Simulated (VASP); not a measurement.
A run of VASP 6.6.1 is set up as follows.

The input INCAR:

```
  PREC = Accurate
  ENCUT = 520
  EDIFF = 1E-7
  ISMEAR = -1
  SIGMA = 0.05
  LREAL = False
  LASPH = True
  NELM = 80
  ALGO = Normal
  ISIF = 2
  LWAVE = False
  LCHARG = True
  GGA = CA
  LELF = True
  LVHAR = True
  NBANDS = 16
```

Contents of KPOINTS:

```
regular mesh
0
Gamma
  4 4 3
```

Contents of POSCAR:

```
Te
1.0
    3.8202894285     -2.1482026000      0.0000000000
    3.8202894285      2.1482026000      0.0000000000
   -0.0942908673      0.0000000000      5.9760906531
Te
3
Direct
    0.0000000000      0.0000000000      0.0000000000
    0.3094466100      0.3094466100      0.3388094900
    0.6905533900      0.6905533900      0.6611905100
```

Potentials or basis: VASP PAW LDA potentials, release 64 (Te).

Command:

```sh
$ cat potpaw_LDA.64/Te/POTCAR > POTCAR
$ mpirun -np 1 vasp_std > vasp.out
```

Estimate the pressure.

-2.6 GPa.

Estimate the largest force.

0.060 eV/Å.

Stress tensor (GPa, compression positive):
```
-2.33  0.00  0.04
 0.00 -2.34  0.00
 0.04  0.00 -3.06
```

Caveat: the k points lie up to 0.42 Å⁻¹ apart.
